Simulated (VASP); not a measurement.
# Bi (P6_3/mmc) in VASP: relaxation of cell and atoms with PBE

Aim: the relaxation of cell and atoms of Bi with PBE.

Program: VASP 6.6.1. These are calculated values, not measurements. Logs are shortened: lines on timing, memory, paths and dates and some standing lists are left out, and cuts for length are marked.

### 1 The cell of the first run

Symmetry: P6_3/mmc, No. 194, hexagonal system. Conventional cell: a = 3.573 Å, b = 3.573 Å, c = 5.788 Å, α = 90.00°, β = 90.00°, γ = 120.00°. Within 4.7 Å of Bi (site symmetry -6m2) lie 12 Bi at 3.55 to 3.57 Å.

This isn't the form of Bi at room conditions, which is rhombohedral.

### 2 Relaxation of cell and atoms, PBE

The input, INCAR:

```
ALGO = Normal
EDIFF = 1E-7
EDIFFG = -0.005
ENCUT = 600
GGA = PE
IBRION = 2
ISIF = 3
ISMEAR = -1
LASPH = T
LCHARG = F
LREAL = F
LWAVE = F
NELM = 80
NSW = 60
PREC = Accurate
SIGMA = 0.05
```

The input, KPOINTS:

```
k-points
0
Gamma
  14 14 8
```

The input, POSCAR:

```
Bi
1.0
    3.5730967501      0.0000000000      0.0000000000
   -1.7865483750      3.0943925557      0.0000000000
    0.0000000000      0.0000000000      5.7884167351
Bi
2
Direct
    0.3333333333      0.6666666667      0.2500000000
    0.6666666667      0.3333333333      0.7500000000
```

Potentials or basis: VASP PAW PBE potentials, release 64 (Bi_d).

Started as:

```console
cat potpaw_PBE.64/Bi_d/POTCAR > POTCAR
mpirun -np 1 vasp_std > vasp.out
```

OUTCAR:

```text
EDIFF = 1E-7
   EDIFFG = -0.005
   ENCUT = 600
   GGA = PE
   IBRION = 2
   ISIF = 3
   ISMEAR = -1
   LASPH = T
   LREAL = F
   NELM = 80
   NSW = 60
   PREC = Accurate

 ion  position               nearest neighbor table
   1  0.333  0.667  0.250-   2 3.55   2 3.55   2 3.55   2 3.55   2 3.55   2 3.55
   2  0.667  0.333  0.750-   1 3.55   1 3.55   1 3.55   1 3.55   1 3.55   1 3.55

  LATTYP: Found a hexagonal cell.
 ALAT       =     3.5730967501
 C/A-ratio  =     1.6200000000

  Lattice vectors:

 A1 = (   3.5730967501,   0.0000000000,   0.0000000000)
 A2 = (  -1.7865483750,   3.0943925557,   0.0000000000)
 A3 = (   0.0000000000,   0.0000000000,   5.7884167351)

Analysis of symmetry for initial positions (statically):
=====================================================================
 Subroutine PRICEL returns:
 Original cell was already a primitive cell.

 Routine SETGRP: Setting up the symmetry group for a
 hexagonal supercell.

 Subroutine GETGRP returns: Found 24 space group operations
 (whereof 12 operations were pure point group operations)
 out of a pool of 24 trial point group operations.

The static configuration has the point symmetry D_3d.
 The point group associated with its full space group is D_6h.

Analysis of symmetry for dynamics (positions and initial velocities):
=====================================================================
 Subroutine PRICEL returns:
 Original cell was already a primitive cell.

 Routine SETGRP: Setting up the symmetry group for a
 hexagonal supercell.

 Subroutine GETGRP returns: Found 24 space group operations
 (whereof 12 operations were pure point group operations)
 out of a pool of 24 trial point group operations.

The dynamic configuration has the point symmetry D_3d.
 The point group associated with its full space group is D_6h.

 Subroutine INISYM returns: Found 24 space group operations
 (whereof 12 operations are pure point group operations),
 and found     1 'primitive' translations

----------------------------------------------------------------------------------------

                                     Primitive cell

  volume of cell :      64.0000

  direct lattice vectors                    reciprocal lattice vectors
     3.573096750  0.000000000  0.000000000     0.279869276  0.161582602  0.000000000
    -1.786548375  3.094392556  0.000000000     0.000000000  0.323165204  0.000000000
     0.000000000  0.000000000  5.788416735     0.000000000  0.000000000  0.172758812

  length of vectors
[... 93 lines left out ...]
   NELECT =      30.0000    total number of electrons
   NUPDOWN=      -1.0000    fix difference up-down
   EMIN   =  10.00;   EMAX   =-10.00  energy-range for DOS
   EFERMI =   0.00;   METHOD = LEGACY
   ISMEAR =    -1;   SIGMA  =   0.05  broadening in eV -4-tet -1-fermi 0-gaus
   EFERMI_NEDOS =   21; number of points for ismear=-14 and -15
   IALGO  =     38    algorithm
   IMIX   =      4    mixing-type and parameters
     AMIX     =   0.40;   BMIX     =  1.00
     AMIX_MAG =   1.60;   BMIX_MAG =  1.00
  volume/ion in A,a.u.               =      32.00       215.95
  Fermi-wavevector in a.u.,A,eV,Ry     =   1.271711  2.403186 22.004023  1.617250
  Thomas-Fermi vector in A             =   2.404630
   LORBIT       =      0    0 simple, 1 ext, 2 COOP (PROOUT), +10 PAW based schemes
   GGA     = PE    functional components
   LHFCALC =     F    Hartree Fock is set to
   AEXX    =    0.0000 exact exchange contribution
   IVDW    =     0    specifies the selected vdW correction
   LEPSILON=     F    determine dielectric tensor
   LRPA    =     F    only Hartree local field effects (RPA)
 conjugate gradient relaxation of ions
 non-spin polarized calculation
  energy-cutoff  :      600.00
  volume of cell :       64.00
 maximum number of plane-waves:      2176
 NGX is ok and might be reduce to    30
   NGX = 15   NGY = 15   NGZ = 23

--------------------------------------- Ionic step        1  -------------------------------------------

 number of electron      29.9999999 magnetization

 Free energy of the ion-electron system (eV)
  ---------------------------------------------------
  ext. energy  EPLUGINS =         0.00000000
  ---------------------------------------------------
  free energy    TOTEN  =        -7.49477197 eV

  energy without entropy =       -7.48429435  energy(sigma->0) =       -7.48953316

------------------------ aborting loop because EDIFF is reached ----------------------------------------

  FORCE on cell =-STRESS in cart. coord.  units (eV):
  Direction    XX          YY          ZZ          XY          YZ          ZX
  --------------------------------------------------------------------------------------
  -------------------------------------------------------------------------------------
  Total       -0.3100590     -0.3100590     -0.0087792     -0.0000000      0.0000000      0.0000000
  in kB       -7.7620234     -7.7620234     -0.2197794     -0.0000000      0.0000000      0.0000000
  external PRESSURE =      -5.2479421 kB  Pullay stress =       0.0000000 kB
[... 131 lines left out ...]
--------------------------------------- Ionic step        5  -------------------------------------------

 number of electron      29.9999999 magnetization

 Free energy of the ion-electron system (eV)
  ---------------------------------------------------
  ext. energy  EPLUGINS =         0.00000000
  ---------------------------------------------------
  free energy    TOTEN  =        -7.49754820 eV

  energy without entropy =       -7.48617923  energy(sigma->0) =       -7.49186372

 E-fermi :   7.7891     XC(G=0): -10.2075

 val. band max:        7.7688597788   @ k =   0.4286   0.1429   0.3750
 cond. band min:       7.7895314257   @ k =   0.2143   0.0714   0.0000
 fundamental gap:      0.0206716470
 Fermi energy:         7.7890701310

 k-point     1 :       0.0000    0.0000    0.0000
  band No.  band energies     occupation
      1     -15.3156      2.00000
      2     -15.3049      2.00000
      3     -15.2931      2.00000
      4     -15.2931      2.00000
      5     -15.2853      2.00000
      6     -15.2853      2.00000
[... 505 lines left out ...]
      6     -15.2308      2.00000
[... 11 lines left out ...]
     18       7.6170      1.93793
     19      11.7969      0.00000

 [... further k-points ...]

------------------------ aborting loop because EDIFF is reached ----------------------------------------

  FORCE on cell =-STRESS in cart. coord.  units (eV):
  Direction    XX          YY          ZZ          XY          YZ          ZX
  --------------------------------------------------------------------------------------
  -------------------------------------------------------------------------------------
  Total        0.0012345      0.0012345      0.0056361      0.0000000      0.0000000      0.0000000
  in kB        0.0312060      0.0312060      0.1424654      0.0000000      0.0000000      0.0000000
  external PRESSURE =       0.0682925 kB  Pullay stress =       0.0000000 kB
[... 17 lines left out ...]
  FREE ENERGIE OF THE ION-ELECTRON SYSTEM (eV)
  ---------------------------------------------------
  free  energy   TOTEN  =        -7.4975482043 eV

  energy  without entropy=       -7.4861792303  energy(sigma->0) =       -7.49186372

 reached required accuracy - stopping structural energy minimisation
```

OSZICAR:

```text
N       E                     dE             d eps       ncg     rms          rms(c)
DAV:   1     0.303677675449E+03    0.30368E+03   -0.18016E+04  4560   0.214E+03
DAV:   2     0.170967683744E+02   -0.28658E+03   -0.28206E+03  4578   0.489E+02
DAV:   3    -0.662435846697E+01   -0.23721E+02   -0.23171E+02  5316   0.159E+02
[... 43 lines left out ...]
DAV:   4    -0.749755027518E+01   -0.71031E-04   -0.10943E-03  4964   0.433E-01    0.168E-02
DAV:   5    -0.749754786170E+01    0.24135E-05   -0.45498E-05  6409   0.884E-02    0.418E-03
DAV:   6    -0.749754805381E+01   -0.19211E-06   -0.68379E-06  5907   0.341E-02    0.234E-03
DAV:   7    -0.749754826461E+01   -0.21080E-06   -0.41106E-07  4150   0.113E-02    0.703E-04
DAV:   8    -0.749754820434E+01    0.60265E-07   -0.53166E-08  2367   0.380E-03
   5 F= -.74975482E+01 E0= -.74918637E+01  d E =-.800518E-03
```

Run time: 6.6 min. Hardware: 1 thread of Intel Xeon Platinum 8488C (Sapphire Rapids), shared host; peak memory 0.3 GiB.

What came out:

| Property | Result |
| --- | --- |
| Free energy | -7.4975 eV |
| Relaxed volume | 31.69 Å³/atom |
| Relaxed cell | a = 3.541 Å, b = 3.541 Å, c = 5.837 Å, α = 90.00°, β = 90.00°, γ = 120.00° |
| Space group after relaxing (to 0.1 Å) | P6_3/mmc (No. 194) |
| Energy gained by relaxing | 1.4 meV/atom |
| Ionic steps | 5 |
| Pressure after relaxing | 0.0 GPa |
| Band gap on the k mesh | zero (bands 15 and 16 overlap by 6.59 eV) |

Step by step:
| step | energy change (eV) | largest force (eV/Å) | pressure (GPa) | volume (Å³) |
| --- | --- | --- | --- | --- |
| 1 | 0.0000 | 0.0000 | -0.52 | 64.00 |
| 2 | -0.0019 | 0.0000 | 0.28 | 63.03 |
| 3 | -0.0020 | 0.0000 | 0.15 | 63.18 |
| 4 | -0.0026 | 0.0000 | 0.08 | 63.28 |
| 5 | -0.0028 | 0.0000 | 0.01 | 63.38 |

Final structure:
```xyz
2
Lattice="3.5410 0.0000 0.0000 -1.7705 3.0666 0.0000 0.0000 0.0000 5.8370" Properties=species:S:1:pos:R:3 pbc="T T T"
Bi    0.0000    2.0444    1.4593
Bi    1.7705    1.0222    4.3778
```

Levels at points of the mesh, in eV from the Fermi level:
```
           k point  band 13  band 14  band 15  band 16  band 17  band 18
(0.00, 0.00, 0.00)    -5.21     3.35     3.35     4.76     4.83     4.83
(0.50, 0.00, 0.00)    -4.40    -3.01    -1.93     0.21     0.41     3.27
(0.00, 0.00, 0.50)    -1.20    -1.20     4.05     4.05     4.05     4.05
(0.50, 0.00, 0.50)    -4.76    -4.76     1.41     1.41     1.55     1.55
```

Caveat: spin-orbit coupling is left out, which moves the levels of the heavy elements.
